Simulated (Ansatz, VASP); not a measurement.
# Two plane-wave programs on B3P

```
B P
1.0
     3.97944    0.00000    0.00000
    -1.98972    3.44629    0.00000
     0.00000    0.00000    3.81413
B P
3 1
Cartesian
  3.1339 0.4882 1.9071
  1.9897 2.4700 1.9071
  0.8455 0.4882 1.9071
  0.0000 2.2975 1.9071
```

Alike in both runs: task relaxation of cell and atoms; functional PBE; k mesh 12 × 12 × 12; occupations gaussian, width 0.1 eV; no spin polarisation.

|  | VASP | Ansatz |
| --- | --- | --- |
| version | VASP 6.6.1 | Ansatz 0.2.0 |
| potentials or method | VASP PAW PBE potentials, release 64 (B, P), cutoff 500 eV | scalar-relativistic, plane waves, PAW |
| valence electrons in the cell | 14 | 14 |

|  | VASP | Ansatz | Ansatz less VASP |
| --- | --- | --- | --- |
| gap on the k mesh at the Fermi level, each at its own relaxed structure (eV) | none | none | - |
| relaxed volume (Å³/atom) | 12.42 | 12.71 | +0.283 |
| relaxed cell length with the largest relative difference (Å) | 3.665 | 3.731 | +0.0651 |

A gap of «none» marks a metal or a gap that the smearing closes.
